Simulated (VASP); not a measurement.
Wanted: the native input for a VASP 6.6.1 run.

```yaml
Task: single point
Functional: PBE
Dispersion: D3(BJ)
Potentials_or_basis: VASP PAW PBE potentials, release 64 (Ti_sv, O)
Cutoff: 520 eV
k_mesh: 3 × 3 × 1
Occupations: fermi-dirac, width 0.36 eV
Spin: no spin polarisation
Dipole_correction: no
Further_INCAR_settings: ALGO = Normal; EDIFF = 1e-06; NBANDS = 60
```

The structure of TiO2 lies in POSCAR:

```
TiO2
1.0
    3.7975150000      0.0000000000      0.0000000000
    0.0000000000      3.7975150000      0.0000000000
    0.0000000000      0.0000000000      9.5800450000
Ti O
4 8
Direct
   -0.2034225013     -0.1081760046     -0.0078078965
    0.0704408014      0.4419732378      0.2053852565
    0.4123222686      0.3824343024      0.4848411464
    0.3939418277     -0.1058586997      0.7101845555
    0.1458058757     -0.1114412978      0.1721808196
   -0.0684921587      0.4273320843      0.4212923843
   -0.1148382561      0.4335730076      0.0174320684
   -0.1448842203     -0.0474520838      0.7452574596
    0.2649100794      0.4219601503      0.6826272737
    0.3718747655     -0.1198415279      0.9089414507
    0.5569431589     -0.0470834217      0.5087345623
    0.5655803861      0.3797746684      0.2151033737
```

The input as run:

INCAR

```
SYSTEM = TiO2
PREC = Accurate
ENCUT = 520
EDIFF = 1E-6
ISMEAR = -1
SIGMA = 0.36
LREAL = .FALSE.
LASPH = .TRUE.
NELM = 60
ALGO = Normal
ISIF = 2
LWAVE = .FALSE.
LCHARG = .FALSE.
GGA = PE
IVDW = 12
NBANDS = 60
```

KPOINTS

```
Automatic mesh
0
G
  3 3 1
  0 0 0
```

Potentials or basis: VASP PAW PBE potentials, release 64 (Ti_sv, O).

The run is started by

```console
$ cat potpaw_PBE.64/Ti_sv/POTCAR potpaw_PBE.64/O/POTCAR > POTCAR
$ mpirun -np 1 vasp_std > vasp.out
```

Results of the run:

| Property | Result |
| --- | --- |
| Pressure | 1.7 GPa |
| Largest force | 3.189 eV/Å |
| Band gap on the k mesh | 1.88 eV, indirect (least direct gap 2.07 eV) |
| Dispersion energy per atom | -0.223 eV |

Caveat: the k points lie up to 0.66 Å⁻¹ apart; forces of over 1 eV/Å act on the atoms, so gaps and moduli don't describe the material at rest.

Run time: 73 s on 1 thread of Intel(R) Xeon(R) Platinum 8175M CPU @ 2.50GHz (Skylake/Cascade Lake), on a shared host, peak memory 0.25 GiB.
